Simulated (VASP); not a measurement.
Write the native input for VASP 6.6.1 that does the following.

- Task: single point
- Functional: PBE
- Potentials or basis: VASP PAW PBE potentials, release 64 (Mg, O)
- Cutoff: 520 eV
- k mesh: 7 × 7 × 7
- Occupations: fermi-dirac, width 0.0612256 eV
- Spin: no spin polarisation
- Dipole correction: no
- Further INCAR settings: ALGO = Normal; EDIFF = 1e-07; NBANDS = 47

The structure of Mg2O5 (cubic X2O5 type) lies in POSCAR:

```
Mg2O5
1.0
    5.1440509639      0.0000000000      0.0000000000
    0.0000000000      5.1440509639      0.0000000000
    0.0000000000      0.0000000000      5.1440509639
Mg O
4 10
Direct
    0.0000000000      0.0000000000      0.0000000000
    0.5000000000      0.5000000000      0.0000000000
    0.5000000000      0.0000000000      0.5000000000
    0.0000000000      0.5000000000      0.5000000000
    0.5000000000      0.0000000000      0.0000000000
    0.0000000000      0.5000000000      0.0000000000
    0.0000000000      0.0000000000      0.5000000000
    0.5000000000      0.5000000000      0.5000000000
    0.7500000000      0.7500000000      0.2500000000
    0.7500000000      0.2500000000      0.7500000000
    0.2500000000      0.7500000000      0.7500000000
    0.7500000000      0.2500000000      0.2500000000
    0.2500000000      0.7500000000      0.2500000000
    0.2500000000      0.2500000000      0.7500000000
```

The input as run:

INCAR

```
SYSTEM = Mg2O5
PREC     = Accurate       ! precision mode
ENCUT    = 520            ! plane-wave cutoff, eV
EDIFF    = 1E-7           ! SCF threshold, eV
ISMEAR   = -1             ! smearing method
SIGMA    = 0.06122561905347299 ! smearing width, eV
LREAL    = .FALSE.        ! projectors in reciprocal space
LASPH    = .TRUE.         ! aspherical terms in the spheres
NELM     = 100            ! most SCF steps
ALGO     = Normal         ! electronic algorithm
ISIF     = 2              ! what is computed and relaxed
LWAVE    = .FALSE.        ! write WAVECAR
LCHARG   = .FALSE.        ! write CHGCAR
GGA      = PE             ! functional
NBANDS   = 47             ! bands
```

KPOINTS

```
regular mesh
0
G
  7 7 7
  0 0 0
```

Potentials or basis: VASP PAW PBE potentials, release 64 (Mg, O).

Run with:

```sh
$ cat potpaw_PBE.64/Mg/POTCAR potpaw_PBE.64/O/POTCAR > POTCAR
$ mpirun -np 1 vasp_std > vasp.out
```

It gave:

```
Pressure               : 1.8 GPa
Band gap on the k mesh : zero (bands 34 and 35 overlap by 0.26 eV)
```

Caveat: semilocal functionals underestimate gaps, so a narrow gap can read as zero.

It took 96 s on 1 thread of AMD EPYC 9R45 96-Core Processor (Zen 5), on a shared host, peak memory 0.25 GiB.
